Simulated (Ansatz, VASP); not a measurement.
**Two plane-wave programs on MgSe5**

```
CELL_PARAMETERS angstrom
0.00000 4.06963 4.06963
4.06963 0.00000 4.06963
4.06963 4.06963 0.00000
ATOMIC_POSITIONS crystal
Mg 0.00000 0.00000 0.00000
Se 0.75000 0.75000 0.75000
Se 0.37648 0.37648 0.87057
Se 0.37648 0.87057 0.37648
Se 0.87057 0.37648 0.37648
Se 0.37648 0.37648 0.37648
```

Change from the starting cell: species swapped into the ZrCu5 type (F-43m, No. 216).

Alike in both runs: functional PBE; k mesh 4 × 4 × 4; occupations gaussian, width 0.1 eV; no spin polarisation.

Ansatz relaxed the structure, and its values are those at the end. VASP's run is a single point on that final structure, the one shown.

|  | VASP | Ansatz |
| --- | --- | --- |
| version | VASP 6.6.1 | Ansatz 0.2.0 |
| potentials or method | VASP PAW PBE potentials, release 64 (Mg, Se), cutoff 520 eV | scalar-relativistic, plane waves, PAW |
| valence electrons in the cell | 32 | 90 |

Ansatz gave:

| Quantity | Value |
| --- | --- |
| gap on the k mesh at the Fermi level (eV) | none |
| pressure (GPa) | 0.2 |
| rms of the force components (eV/Å) | 0.005 |

Q: What did VASP give for the same quantities?

A: gap on the k mesh at the Fermi level (eV): none; pressure (GPa): 0.2; rms of the force components (eV/Å): 0.004.

A gap of «none» marks a metal or a gap that the smearing closes. The functional is the same, so the differences come from potentials, cutoffs and numerics. VASP's potentials hold 32 valence electrons a cell and Ansatz's 90, so a difference there can come from the potentials and not from the codes.
